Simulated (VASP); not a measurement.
A run of VASP 6.6.1 is set up as follows.

File INCAR:

```
SYSTEM = LiCl
  ALGO = Normal
  EDIFF = 1E-6
  ENCUT = 520
  GGA = PE
  ISIF = 2
  ISMEAR = 0
  LASPH = .True.
  LCHARG = .False.
  LREAL = .False.
  LWAVE = .False.
  NBANDS = 12
  NELM = 60
  PREC = Accurate
  SIGMA = 0.02
```

File KPOINTS:

```
k-points
0
Gamma
  8 8 8
  0 0 0
```

The input POSCAR:

```
LiCl
1.0
    0.0000000000      2.4677114420      2.4677114420
    2.4677114420      0.0000000000      2.4677114420
    2.4677114420      2.4677114420      0.0000000000
Li Cl
1 1
Direct
    0.0000000000      0.0000000000      0.0000000000
    0.5000000000      0.5000000000      0.5000000000
```

Potentials or basis: VASP PAW PBE potentials, release 64 (Li_sv, Cl).

The run is started by

```bash
$ cat potpaw_PBE.64/Li_sv/POTCAR potpaw_PBE.64/Cl/POTCAR > POTCAR
$ mpirun -np 1 vasp_std > vasp.out
```

(1) Estimate the band gap on the k mesh.

Answers

(1) 6.87 eV, indirect (least direct gap 7.07 eV).
